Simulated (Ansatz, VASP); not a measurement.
# Two plane-wave programs on InP

POSCAR

```
InP
1.0
    0.0000000000      3.0128633875      2.8871300864
    3.0128633875      0.0000000000      2.8871300864
    3.0128633875      3.0128633875      0.0000000000
In P
1 1
Direct
    0.0000000000      0.0000000000      0.0000000000
    0.2500000000      0.2500000000      0.2500000000
```

The input INCAR.step1:

```
  PREC = Accurate
  ENCUT = 520
  ISMEAR = 0
  SIGMA = 0.01
  LREAL = F
  LASPH = T
  NELM = 100
  NBANDS = 16
  GGA = PE
  ALGO = Normal
  EDIFF = 1E-4
  LWAVE = T
  LCHARG = F
```

File INCAR.step2:

```
  PREC = Accurate
  ENCUT = 520
  EDIFF = 1E-6
  ISMEAR = 0
  SIGMA = 0.01
  LREAL = F
  LASPH = T
  NELM = 100
  ALGO = Normal
  ISIF = 2
  LWAVE = F
  LCHARG = T
  METAGGA = R2SCAN
  LMIXTAU = T
  LELF = T
  LVHAR = T
  NBANDS = 16
  ISTART = 1
```

The input KPOINTS:

```
Automatic mesh
0
Gamma
  8 8 8
```

Input for Ansatz:

```yaml
crystal:
  lattice:
    - [0.0, 3.0128633875, 2.8871300864]
    - [3.0128633875, 0.0, 2.8871300864]
    - [3.0128633875, 3.0128633875, 0.0]
  atoms:
    - { symbol: In, position: [0.0, 0.0, 0.0] }
    - { symbol: P, position: [0.25, 0.25, 0.25] }
kpoints:
  mp_grid: { grid: [8, 8, 8] }
  band_path:
    path:
      - [0.0, 0.0, 0.0]
      - [-0.5, -0.5, 0.0]
      - [-0.375, -0.375, 0.25]
      - [-0.375, 0.0, 0.375]
      - [0.0, 0.0, 0.5]
      - [-0.5, -0.25, 0.25]
    npoints: 1
hamiltonian:
  xc: r2scan
scf:
  occupations: { method: fixed }
  n_extra_bands: 4
output:
  forces: true
  stress: true
  eigenvalues: true
```

Change from the starting cell: epitaxial_xy strain +2.0%.

Alike in both runs: task single point; functional r2SCAN; k mesh 8 × 8 × 8; no spin polarisation.

```csv
,VASP,Ansatz
version,VASP 6.6.1,Ansatz 0.2.0
potentials or method,"VASP PAW PBE potentials, release 64 (In_d, P)","plane waves, PAW"
plane-wave cutoff (eV),520,500
occupations,"gaussian, width 0.01 eV",fixed
valence electrons in the cell,18,18
```

|  | VASP | Ansatz | Ansatz less VASP |
| --- | --- | --- | --- |
| gap on the k mesh at the Fermi level (eV) | 0.80 | 0.79 | -0.003 |
| pressure (GPa) | -1.3 | -1.2 | +0.10 |
| traceless stress, the component that is largest in VASP (GPa) | 1.19 | 1.18 | -0.010 |

VASP's potentials were made for PBE, not for r2SCAN.
